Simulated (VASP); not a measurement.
# GaN (P6_3mc) in VASP: a series of runs, part 2 of 2

VASP 6.6.1. The steps go on from the part before.

## (4) Single point, PBE (strain +0.015 along x and y, +0.000 along z)

Input file INCAR:

```
SYSTEM = GaN
PREC = Accurate
ENCUT = 520
EDIFF = 1E-6
ISMEAR = 0
SIGMA = 0.05
LREAL = .FALSE.
LASPH = .TRUE.
NELM = 80
ALGO = Normal
ISIF = 2
LWAVE = .FALSE.
LCHARG = .TRUE.
GGA = PE
LELF = .TRUE.
LVHAR = .TRUE.
NBANDS = 26
```

Input file KPOINTS:

```
regular mesh
0
G
  12 12 6
  0 0 0
```

Input file POSCAR:

```
GaN
1.0
    3.2667053455      0.0000000000      0.0000000000
   -1.6333526728      2.8290498159      0.0000000000
    0.0000000000      0.0000000000      5.2430304311
Ga N
2 2
Direct
    0.3333333333      0.6666666667      0.9991316867
    0.6666666667      0.3333333333      0.4991316867
    0.3333333333      0.6666666667      0.3758683133
    0.6666666667      0.3333333333      0.8758683133
```

Potentials or basis: VASP PAW PBE potentials, release 64 (Ga_d, N).

On the command line:

```console
$ cat potpaw_PBE.64/Ga_d/POTCAR potpaw_PBE.64/N/POTCAR > POTCAR
$ mpirun -np 1 vasp_std > vasp.out
```

OUTCAR:

```text
SYSTEM = GaN
   PREC = Accurate
   ENCUT = 520
   EDIFF = 1E-6
   ISMEAR = 0
   LREAL = .FALSE.
   LASPH = .TRUE.
   NELM = 80
   ISIF = 2
   GGA = PE

 ion  position               nearest neighbor table
   1  0.333  0.667  0.999-   3 1.98   4 1.99   4 1.99   4 1.99
   2  0.667  0.333  0.499-   4 1.98   3 1.99   3 1.99   3 1.99
   3  0.333  0.667  0.376-   1 1.98   2 1.99   2 1.99   2 1.99
   4  0.667  0.333  0.876-   2 1.98   1 1.99   1 1.99   1 1.99

  LATTYP: Found a hexagonal cell.
 ALAT       =     3.2667053455
 C/A-ratio  =     1.6049903118

  Lattice vectors:

 A1 = (   3.2667053455,   0.0000000000,   0.0000000000)
 A2 = (  -1.6333526728,   2.8290498159,   0.0000000000)
 A3 = (   0.0000000000,   0.0000000000,   5.2430304311)

Analysis of symmetry for initial positions (statically):
=====================================================================
 Subroutine PRICEL returns:
 Original cell was already a primitive cell.

 Routine SETGRP: Setting up the symmetry group for a
 hexagonal supercell.

[... 166 lines left out ...]
  ext. energy  EPLUGINS =         0.00000000
  ---------------------------------------------------
  free energy    TOTEN  =       -24.30046988 eV

  energy without entropy =      -24.30046988  energy(sigma->0) =      -24.30046988

 E-fermi :   4.9672     XC(G=0): -11.3572

 val. band max:        4.6934582745   @ k =   0.0000   0.0000   0.0000
 cond. band min:       6.2326726235   @ k =   0.0000   0.0000   0.0000
 fundamental gap:      1.5392143490
 Fermi energy:         4.9672342315

 k-point     1 :       0.0000    0.0000    0.0000
  band No.  band energies     occupation
      1     -10.7946      2.00000
      2     -10.0638      2.00000
      3      -8.7074      2.00000
      4      -8.6919      2.00000
      5      -8.6919      2.00000
      6      -8.6388      2.00000
[... 685 lines left out ...]
     25      15.6901      0.00000
     26      17.2399      0.00000

 [... further k-points ...]
[... 5 lines left out ...]
  --------------------------------------------------------------------------------------
  -------------------------------------------------------------------------------------
  Total       -1.8665920     -1.8665920     -0.4064259      0.0000000     -0.0000000      0.0000000
  in kB      -61.7201604    -61.7201604    -13.4387550      0.0000000     -0.0000000      0.0000000
  external PRESSURE =     -45.6263586 kB  Pullay stress =       0.0000000 kB

 VOLUME and BASIS-vectors are now :
 -----------------------------------------------------------------------------
  energy-cutoff  :      520.00
  volume of cell :       48.45
      direct lattice vectors                 reciprocal lattice vectors
     3.266705346  0.000000000  0.000000000     0.306118824  0.176737786  0.000000000
    -1.633352673  2.829049816  0.000000000     0.000000000  0.353475571  0.000000000
     0.000000000  0.000000000  5.243030431     0.000000000  0.000000000  0.190729391

 POSITION                                       TOTAL-FORCE (eV/Angst)
 -----------------------------------------------------------------------------------
     -0.00000      1.88603      5.23848        -0.000000     -0.000000     -0.116148
      1.63335      0.94302      2.61696         0.000000      0.000000     -0.116148
     -0.00000      1.88603      1.97069         0.000000     -0.000000      0.116148
      1.63335      0.94302      4.59220        -0.000000      0.000000      0.116148
 -----------------------------------------------------------------------------------
    total drift:                               -0.000001     -0.000001     -0.001092

  FREE ENERGIE OF THE ION-ELECTRON SYSTEM (eV)
  ---------------------------------------------------
  free  energy   TOTEN  =       -24.3004698788 eV

  energy  without entropy=      -24.3004698788  energy(sigma->0) =      -24.30046988
```

stdout:

```text
POSCAR found type information on POSCAR GaN
 POSCAR found :  2 types and       4 ions
 scaLAPACK will be used
 LDA part: xc-table for (Slater+PW92), standard interpolation
 POSCAR, INCAR and KPOINTS ok, starting setup
 FFT: planning ... GRIDC
 FFT: planning ... GRID_SOFT
 FFT: planning ... GRID
 WAVECAR not read
 entering main loop
```

Run time: 31 s. Hardware: 1 thread of Intel Xeon 6975P-C (Granite Rapids), shared host; peak memory 0.21 GiB.

Results:

| Quantity | Value |
| --- | --- |
| Free energy | -24.3005 eV |
| Pressure | -4.6 GPa |
| Largest force | 0.116 eV/Å |
| Band gap on the k mesh | 1.54 eV |

Forces in eV/Å, atoms in the order of the input:
```
Ga   0.000  0.000 -0.116
Ga   0.000  0.000 -0.116
N    0.000  0.000  0.116
N    0.000  0.000  0.116
```

Stress tensor (GPa, compression positive):
```
-6.17  0.00  0.00
 0.00 -6.17  0.00
 0.00  0.00 -1.34
```

Levels at points of the mesh, in eV from the valence-band top:
| k point | band 15 | band 16 | band 17 | band 18 | band 19 | band 20 | band 21 | band 22 |
| --- | --- | --- | --- | --- | --- | --- | --- | --- |
| (0.00, 0.00, 0.00) | -1.02 | -0.01 | -0.01 | 0.00 | 1.54 | 3.75 | 8.97 | 9.44 |
| (0.50, 0.00, 0.00) | -3.95 | -2.59 | -2.04 | -0.90 | 4.80 | 5.19 | 6.02 | 8.16 |
| (0.00, 0.00, 0.50) | -0.52 | -0.52 | -0.52 | -0.52 | 3.83 | 3.83 | 8.24 | 8.24 |
| (0.50, 0.00, 0.50) | -1.81 | -1.81 | -1.72 | -1.72 | 4.25 | 4.25 | 7.43 | 7.43 |

Caveat: the cell differs from its parent crystal (strain +0.015 along x and y, +0.000 along z); the cell stands under tension.

## (5) Single point, PBE (strain +0.030 along x and y, -0.015 along z)

Input file INCAR:

```
SYSTEM = GaN
ALGO = Normal ; EDIFF = 1E-6
ENCUT = 520 ; GGA = PE
ISIF = 2 ; ISMEAR = 0
LASPH = .True. ; LCHARG = .False.
LREAL = .False. ; LWAVE = .False.
NBANDS = 26 ; NELM = 80
PREC = Accurate ; SIGMA = 0.05
```

Input file KPOINTS:

```
k-points
0
Gamma
  12 12 6
  0 0 0
```

Input file POSCAR:

```
GaN
1.0
    3.3149817792      0.0000000000      0.0000000000
   -1.6574908896      2.8708584339      0.0000000000
    0.0000000000      0.0000000000      5.1643849746
Ga N
2 2
Direct
    0.3333333333      0.6666666667      0.9991316867
    0.6666666667      0.3333333333      0.4991316867
    0.3333333333      0.6666666667      0.3758683133
    0.6666666667      0.3333333333      0.8758683133
```

On the command line:

```console
$ cat potpaw_PBE.64/Ga_d/POTCAR potpaw_PBE.64/N/POTCAR > POTCAR
$ mpirun -np 1 vasp_std > vasp.out
```

It took 47 s on 1 thread of Intel Xeon 6975P-C (Granite Rapids), shared host; peak memory 0.22 GiB.

It converged, with:

```
Free energy            : -24.2196 eV
Pressure               : -6.2 GPa
Largest force          : 0.364 eV/Å
Band gap on the k mesh : 1.42 eV
```

Forces on the atoms (eV/Å):
```
Ga   0.000  0.000 -0.364
Ga   0.000  0.000 -0.364
N    0.000  0.000  0.364
N    0.000  0.000  0.364
```

Stress tensor (GPa, compression positive):
```
-10.91   0.00   0.00
  0.00 -10.91   0.00
  0.00   0.00   3.12
```

Levels at points of the mesh, in eV from the valence-band top:
```
           k point  band 16  band 17  band 18  band 19  band 20  band 21
(0.00, 0.00, 0.00)    -0.06    -0.06     0.00     1.42     3.37     9.06
(0.50, 0.00, 0.00)    -2.68    -2.07    -0.87     4.53     5.07     6.14
(0.00, 0.00, 0.50)    -0.63    -0.63    -0.63     3.62     3.62     8.29
(0.50, 0.00, 0.50)    -1.86    -1.64    -1.64     4.20     4.20     7.38
```

Caveat: the cell differs from its parent crystal (strain +0.030 along x and y, -0.015 along z); the cell stands under tension.

## (6) The runs side by side

| cell | gap on the mesh (eV) | pressure (GPa) | largest force (eV/Å) |
| --- | --- | --- | --- |
| a = 3.218, b = 3.218, c = 5.400 Å, angles 90.0, 90.0, 120.0°, 4 atoms | 1.43 | -4.4 | 0.16 |
| a = 3.315, b = 3.315, c = 5.086 Å, angles 90.0, 90.0, 120.0°, 4 atoms | 1.50 | -3.6 | 0.58 |
| a = 3.267, b = 3.267, c = 5.243 Å, angles 90.0, 90.0, 120.0°, 4 atoms | 1.54 | -4.6 | 0.12 |
| a = 3.315, b = 3.315, c = 5.164 Å, angles 90.0, 90.0, 120.0°, 4 atoms | 1.42 | -6.2 | 0.36 |

Alike in all rows: task single point; level PBE; potentials or basis VASP PAW PBE potentials, release 64 (Ga_d, N); no spin polarisation; k mesh 12 × 12 × 6; cutoff (eV) 520; smearing gaussian 0.05 eV.

Caveats: the cell stands under tension.

Absolute energies hang on the potentials; compare differences alone.
